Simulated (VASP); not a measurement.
# Zn (P6_3/mmc) in VASP: relaxation of cell and atoms with PBE

Aim: the relaxation of cell and atoms of Zn with PBE.

Program: VASP 6.6.1. These are calculated values, not measurements. Logs are shortened: lines on timing, memory, paths and dates and some standing lists are left out, and cuts for length are marked.

## (1) The cell of the first run

Symmetry: P6_3/mmc, No. 194, hexagonal system. The conventional cell has a = 2.790 Å, b = 2.790 Å, c = 4.556 Å, α = 90.00°, β = 90.00°, γ = 120.00°. Within 3.7 Å of Zn (site symmetry -6m2) lie 12 Zn at 2.79 Å.

## (2) Relaxation of cell and atoms, PBE

Contents of INCAR:

```
SYSTEM = Zn
ALGO = Normal ; EDIFF = 1E-6
EDIFFG = -0.03 ; ENCUT = 600
GGA = PE ; IBRION = 2
ISIF = 3 ; ISMEAR = 1
LASPH = .TRUE. ; LCHARG = .FALSE.
LREAL = .FALSE. ; LWAVE = .FALSE.
NELM = 80 ; NSW = 80
PREC = Accurate ; SIGMA = 0.05
```

Contents of KPOINTS:

```
k-points
0
G
  19 19 10
  0 0 0
```

Contents of POSCAR:

```
Zn
1.0
    2.7900000000      0.0000000000      0.0000000000
   -1.3950000000      2.4162108766      0.0000000000
    0.0000000000      0.0000000000      4.5560700000
Zn
2
Direct
    0.3333333333      0.6666666667      0.2500000000
    0.6666666667      0.3333333333      0.7500000000
```

Potentials or basis: VASP PAW PBE potentials, release 64 (Zn).

On the command line:

```sh
$ cat potpaw_PBE.64/Zn/POTCAR > POTCAR
$ mpirun -np 1 vasp_std > vasp.out
```

OUTCAR:

```text
SYSTEM = Zn
   EDIFF = 1E-6
   EDIFFG = -0.03
   ENCUT = 600
   GGA = PE
   IBRION = 2
   ISIF = 3
   ISMEAR = 1
   LASPH = .TRUE.
   LREAL = .FALSE.
   NELM = 80
   NSW = 80
   PREC = Accurate

 ion  position               nearest neighbor table
   1  0.333  0.667  0.250-   2 2.79   2 2.79   2 2.79   2 2.79   2 2.79   2 2.79
   2  0.667  0.333  0.750-   1 2.79   1 2.79   1 2.79   1 2.79   1 2.79   1 2.79

  LATTYP: Found a hexagonal cell.
 ALAT       =     2.7900000000
 C/A-ratio  =     1.6330000000

  Lattice vectors:

 A1 = (   2.7900000000,   0.0000000000,   0.0000000000)
 A2 = (  -1.3950000000,   2.4162108766,   0.0000000000)
 A3 = (   0.0000000000,   0.0000000000,   4.5560700000)

Analysis of symmetry for initial positions (statically):
=====================================================================
 Subroutine PRICEL returns:
 Original cell was already a primitive cell.

 Routine SETGRP: Setting up the symmetry group for a
 hexagonal supercell.

 Subroutine GETGRP returns: Found 24 space group operations
 (whereof 12 operations were pure point group operations)
 out of a pool of 24 trial point group operations.

The static configuration has the point symmetry D_3d.
 The point group associated with its full space group is D_6h.

Analysis of symmetry for dynamics (positions and initial velocities):
=====================================================================
 Subroutine PRICEL returns:
 Original cell was already a primitive cell.

 Routine SETGRP: Setting up the symmetry group for a
 hexagonal supercell.

 Subroutine GETGRP returns: Found 24 space group operations
 (whereof 12 operations were pure point group operations)
 out of a pool of 24 trial point group operations.

The dynamic configuration has the point symmetry D_3d.
 The point group associated with its full space group is D_6h.

 Subroutine INISYM returns: Found 24 space group operations
 (whereof 12 operations are pure point group operations),
 and found     1 'primitive' translations

----------------------------------------------------------------------------------------

                                     Primitive cell

  volume of cell :      30.7135

  direct lattice vectors                    reciprocal lattice vectors
     2.790000000  0.000000000  0.000000000     0.358422939  0.206935580  0.000000000
    -1.395000000  2.416210877  0.000000000     0.000000000  0.413871161  0.000000000
     0.000000000  0.000000000  4.556070000     0.000000000  0.000000000  0.219487409

  length of vectors
     2.790000000  2.790000000  4.556070000     0.413871161  0.413871161  0.219487409

  position of ions in fractional coordinates (direct lattice)
     0.333333333  0.666666667  0.250000000
     0.666666667  0.333333333  0.750000000

  ion indices of the primitive-cell ions
   primitive index   ion index
                 1           1
                 2           2

----------------------------------------------------------------------------------------

 KPOINTS: k-points

Automatic generation of k-mesh.
 Grid dimensions read from file:
 generate k-points for:   19   19   10

 Generating k-lattice:

  Cartesian coordinates                     Fractional coordinates (reciprocal lattice)
     0.018864365  0.010891346  0.000000000     0.052631579 -0.000000000  0.000000000
     0.000000000  0.021782693  0.000000000     0.000000000  0.052631579  0.000000000
     0.000000000  0.000000000  0.021948741     0.000000000  0.000000000  0.100000000

  Length of vectors
     0.021782693  0.021782693  0.021948741

  Shift w.r.t. Gamma in fractional coordinates (k-lattice)
     0.000000000  0.000000000  0.000000000

 Subroutine IBZKPT returns following result:
 ===========================================

 Found    240 irreducible k-points:

 Following reciprocal coordinates:
            Coordinates               Weight
  0.000000  0.000000  0.000000      1.000000
  0.052632 -0.000000  0.000000      6.000000
  0.105263 -0.000000  0.000000      6.000000
  0.157895  0.000000  0.000000      6.000000
  0.210526  0.000000  0.000000      6.000000
  0.263158  0.000000  0.000000      6.000000
[... 16 lines left out ...]
  0.263158  0.105263  0.000000     12.000000
  0.315789  0.105263  0.000000     12.000000
 [... further k-points ...]
   k-points           NKPTS =    240   k-points in BZ     NKDIM =    240   number of bands    NBANDS=     16
   number of dos      NEDOS =    301   number of ions     NIONS =      2
   total plane-waves  NPLWV =  20736
   dimension x,y,z NGX =    24 NGY =   24 NGZ =   36
   dimension x,y,z NGXF=    48 NGYF=   48 NGZF=   72
   ions per type =               2
   NGX,Y,Z   is equivalent  to a cutoff of  14.30, 14.30, 13.14 a.u.
   NGXF,Y,Z  is equivalent  to a cutoff of  28.60, 28.60, 26.27 a.u.
 SYSTEM =  Zn
   PREC   = accura    normal or accurate (medium, high low for compatibility)
   ISTART =      0    job   : 0-new  1-cont  2-samecut
   ICHARG =      2    charge: 1-file 2-atom 10-const
   ISPIN  =      1    spin polarized calculation?
   LNONCOLLINEAR =      F non collinear calculations
   LSORBIT =      F    spin-orbit coupling
   LASPH  =      T    aspherical Exc in radial PAW
   ENCUT  =  600.0 eV  44.10 Ry    6.64 a.u.   5.57  5.57  9.10*2*pi/ulx,y,z
   NELM   =     80;   NELMIN=  2; NELMDL= -5     # of ELM steps
   EDIFF  = 0.1E-05   stopping-criterion for ELM
   LREAL  =      F    real-space projection
   EDIFFG = -.3E-01   stopping-criterion for IOM
   NSW    =     80    number of steps for IOM
   IBRION =      2    ionic relax: 0-MD 1-quasi-New 2-CG
   NFREE  =      1    steps in history (QN), initial steepest desc. (CG)
   ISIF   =      3    stress and relaxation
   ISYM   =      2    0-nonsym 1-usesym 2-fastsym
   POTIM  = 0.5000    time-step for ionic-motion
   TEBEG  =    0.0;   TEEND  =   0.0 temperature during run
   PSTRESS=    0.0 pullay stress
   NELECT =      24.0000    total number of electrons
   NUPDOWN=      -1.0000    fix difference up-down
   EMIN   =  10.00;   EMAX   =-10.00  energy-range for DOS
   EFERMI =   0.00;   METHOD = LEGACY
   ISMEAR =     1;   SIGMA  =   0.05  broadening in eV -4-tet -1-fermi 0-gaus
   EFERMI_NEDOS =   21; number of points for ismear=-14 and -15
   IALGO  =     38    algorithm
   IMIX   =      4    mixing-type and parameters
     AMIX     =   0.40;   BMIX     =  1.00
     AMIX_MAG =   1.60;   BMIX_MAG =  1.00
  volume/ion in A,a.u.               =      15.36       103.63
  Fermi-wavevector in a.u.,A,eV,Ry     =   1.507887  2.849493 30.935878  2.273723
  Thomas-Fermi vector in A             =   2.618414
   LORBIT       =      0    0 simple, 1 ext, 2 COOP (PROOUT), +10 PAW based schemes
   GGA     = PE    functional components
   LHFCALC =     F    Hartree Fock is set to
   AEXX    =    0.0000 exact exchange contribution
   IVDW    =     0    specifies the selected vdW correction
   LEPSILON=     F    determine dielectric tensor
   LRPA    =     F    only Hartree local field effects (RPA)
 conjugate gradient relaxation of ions
 non-spin polarized calculation
 Methfessel and Paxton  Order N= 1 SIGMA  =   0.05
  energy-cutoff  :      600.00
  volume of cell :       30.71
 maximum number of plane-waves:      1045
 NGX is ok and might be reduce to    24
   NGX = 11   NGY = 11   NGZ = 19

--------------------------------------- Ionic step        1  -------------------------------------------

 number of electron      24.0000004 magnetization

 Free energy of the ion-electron system (eV)
  ---------------------------------------------------
  ext. energy  EPLUGINS =         0.00000000
  ---------------------------------------------------
  free energy    TOTEN  =        -2.17762463 eV

  energy without entropy =       -2.17756548  energy(sigma->0) =       -2.17760491

------------------------ aborting loop because EDIFF is reached ----------------------------------------

  FORCE on cell =-STRESS in cart. coord.  units (eV):
  Direction    XX          YY          ZZ          XY          YZ          ZX
  --------------------------------------------------------------------------------------
  -------------------------------------------------------------------------------------
  Total       -0.4496434     -0.4496434      0.0324647     -0.0000000     -0.0000000      0.0000000
  in kB      -23.4557531    -23.4557531      1.6935281     -0.0000000     -0.0000000      0.0000000
  external PRESSURE =     -15.0726594 kB  Pullay stress =       0.0000000 kB
[... 89 lines left out ...]
  FREE ENERGIE OF THE ION-ELECTRON SYSTEM (eV)
  ---------------------------------------------------
  free  energy   TOTEN  =        -2.1868722563 eV

  energy  without entropy=       -2.1868778063  energy(sigma->0) =       -2.18687411

[... ionic steps 4 to 7 ...]

--------------------------------------- Ionic step        8  -------------------------------------------

 number of electron      23.9999990 magnetization

------------------------ aborting loop because EDIFF is reached ----------------------------------------

  FORCE on cell =-STRESS in cart. coord.  units (eV):
  Direction    XX          YY          ZZ          XY          YZ          ZX
  --------------------------------------------------------------------------------------
  -------------------------------------------------------------------------------------
  Total        0.0947149      0.0947149      0.0799084      0.0000000      0.0000000      0.0000000
  in kB        5.0298775      5.0298775      4.2435728      0.0000000      0.0000000      0.0000000
  external PRESSURE =       4.7677760 kB  Pullay stress =       0.0000000 kB
[... 57 lines left out ...]
  energy  without entropy=       -2.2148311467  energy(sigma->0) =       -2.21484449

--------------------------------------- Ionic step       10  -------------------------------------------

 number of electron      23.9999984 magnetization

 Free energy of the ion-electron system (eV)
  ---------------------------------------------------
  ext. energy  EPLUGINS =         0.00000000
  ---------------------------------------------------
  free energy    TOTEN  =        -2.21565952 eV

  energy without entropy =       -2.21561408  energy(sigma->0) =       -2.21564437

 E-fermi :   3.1972     XC(G=0): -11.5659

 val. band max:        3.1947274350   @ k =   0.3684   0.1053   0.0000
 cond. band min:       3.2118966997   @ k =   0.1053   0.0526   0.2000
 fundamental gap:      0.0171692647
 Fermi energy:         3.1971500978

 k-point     1 :       0.0000    0.0000    0.0000
  band No.  band energies     occupation
      1      -7.2904      2.00000
      2      -5.4836      2.00000
      3      -4.7877      2.00000
      4      -4.5586      2.00000
      5      -4.5586      2.00000
      6      -4.5079      2.00000
[... 8 lines left out ...]
     15      20.4824      0.00000
     16      20.5327      0.00000
[... 420 lines left out ...]
  band No.  band energies     occupation
      1      -5.1365      2.00000
      2      -5.0632      2.00000
      3      -4.9367      2.00000
      4      -4.5298      2.00000
      5      -4.4913      2.00000
      6      -4.3881      2.00000
[... 8 lines left out ...]
     15      11.1114      0.00000
     16      11.1721      0.00000

 [... further k-points ...]
[... 5 lines left out ...]
  --------------------------------------------------------------------------------------
  -------------------------------------------------------------------------------------
  Total        0.0044310      0.0044310      0.0372856      0.0000000     -0.0000000      0.0000000
  in kB        0.2339823      0.2339823      1.9689104      0.0000000     -0.0000000      0.0000000
  external PRESSURE =       0.8122917 kB  Pullay stress =       0.0000000 kB
[... 17 lines left out ...]
  FREE ENERGIE OF THE ION-ELECTRON SYSTEM (eV)
  ---------------------------------------------------
  free  energy   TOTEN  =        -2.2156595233 eV

  energy  without entropy=       -2.2156140768  energy(sigma->0) =       -2.21564437

 reached required accuracy - stopping structural energy minimisation
```

It took 16 min on 1 thread of Intel Xeon 8259CL, shared host; peak memory 0.26 GiB.

What came out:

| Item | Value |
| --- | --- |
| Free energy | -2.2157 eV |
| Relaxed volume | 15.17 Å³/atom |
| Relaxed cell | a = 2.665 Å, b = 2.665 Å, c = 4.934 Å, α = 90.00°, β = 90.00°, γ = 120.00° |
| Space group after relaxing (to 0.1 Å) | P6_3/mmc (No. 194) |
| Energy gained by relaxing | 19.0 meV/atom |
| Ionic steps | 10 |
| Pressure after relaxing | 0.1 GPa |
| Band gap on the k mesh | zero (bands 12 and 13 overlap by 4.69 eV) |

The path:
```tsv
step	energy change (eV)	largest force (eV/Å)	pressure (GPa)	volume (Å³)
1	0.0000	0.0000	-1.51	30.71
2	-0.0079	0.0000	-0.14	30.07
3	-0.0092	0.0000	0.65	29.77
4	-0.0140	0.0000	0.58	29.83
5	-0.0284	0.0000	0.20	30.01
6	-0.0337	0.0000	1.05	30.25
7	-0.0375	0.0000	0.32	30.15
8	-0.0378	0.0000	0.48	30.17
9	-0.0372	0.0000	-0.71	30.66
10	-0.0380	0.0000	0.08	30.34
```

Final structure:
```
Zn
1.0
     2.66482    0.00000    0.00000
    -1.33241    2.30780    0.00000
     0.00000    0.00000    4.93354
Zn
2
Direct
  0.33333 0.66667 0.25000
  0.66667 0.33333 0.75000
```

Levels at points of the mesh, in eV from the Fermi level:
```tsv
k point	band 9	band 10	band 11	band 12	band 13	band 14	band 15	band 16
(0.00, 0.00, 0.00)	-7.38	-7.17	-7.17	-3.70	-3.08	13.67	17.29	17.34
(0.00, 0.00, 0.50)	-7.26	-7.26	-7.26	-7.26	4.58	4.58	18.63	18.63
```
